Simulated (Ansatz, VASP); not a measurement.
Tc: VASP beside Ansatz

```
Tc
1.0
     2.71968    0.00000    0.00000
    -1.35984    2.35531    0.00000
     0.00000    0.00000    4.46397
Tc
2
Cartesian
  0.0000 1.5702 1.1160
  1.3598 0.7851 3.3480
```

Change from the starting cell: z stretched by +1.5 % at fixed volume, crystal datasets.

Alike in both runs: task electric field gradients; functional PBE; k mesh 17 × 17 × 9; occupations fermi-dirac, width 0.08 eV; no spin polarisation.

|  | VASP | Ansatz |
| --- | --- | --- |
| version | VASP 6.6.1 | Ansatz 0.2.0 |
| potentials or method | VASP PAW PBE potentials, release 64 (Tc_pv), cutoff 520 eV | all-electron PAW with datasets made for the crystal, scalar-relativistic |

|  | VASP | Ansatz | Ansatz less VASP |
| --- | --- | --- | --- |
| pressure (GPa) | 2.6 | 3.2 | +0.65 |
| traceless stress, the component that is largest in VASP (GPa) | -6.11 | -6.13 | -0.021 |
| size of Vzz on the site where it differs most (V/Å²) | 8.6 | 7.7 | -0.87 |

Ansatz ran all-electron here, and VASP with PAW potentials.
